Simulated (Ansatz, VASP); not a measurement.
# B2P in VASP and in Ansatz

```
B P
1.0
    -0.79762    0.00975    3.49368
     5.55960   -1.56175    0.03522
    -0.05779    6.03359    0.00315
B P
8 4
Direct
  0.22545 0.68754 0.42356
  0.21058 0.70867 0.93696
  0.43846 0.84436 0.20646
  0.45504 0.84664 0.71000
  0.56308 0.16277 0.28629
  0.53017 0.15942 0.78568
  0.76450 0.29483 0.06629
  0.79317 0.29097 0.56892
  0.87440 0.67534 0.17566
  0.86975 0.68176 0.66114
  0.13351 0.32088 0.33473
  0.14188 0.32682 0.84431
```

Change from the starting cell: cell x2, atoms moved at random (sigma 0.05 Å) and cell strained at random (1.5 %), then relaxed without symmetry.

Alike in both runs: task relaxation of cell and atoms; functional PBE; k mesh 6 × 4 × 4; occupations gaussian, width 0.2 eV; no spin polarisation.

|  | VASP | Ansatz |
| --- | --- | --- |
| version | VASP 6.6.1 | Ansatz 0.2.0 |
| potentials or method | VASP PAW PBE potentials, release 64 (B, P), cutoff 600 eV | scalar-relativistic, plane waves, PAW |
| valence electrons in the cell | 44 | 44 |

|  | VASP | Ansatz | Ansatz less VASP |
| --- | --- | --- | --- |
| gap on the k mesh at the Fermi level, each at its own relaxed structure (eV) | none | none | - |
| relaxed volume (Å³/atom) | 10.04 | 10.05 | +0.012 |
| relaxed cell length with the largest relative difference (Å) | 3.636 | 3.638 | +0.0021 |

A gap of «none» marks a metal or a gap that the smearing closes.
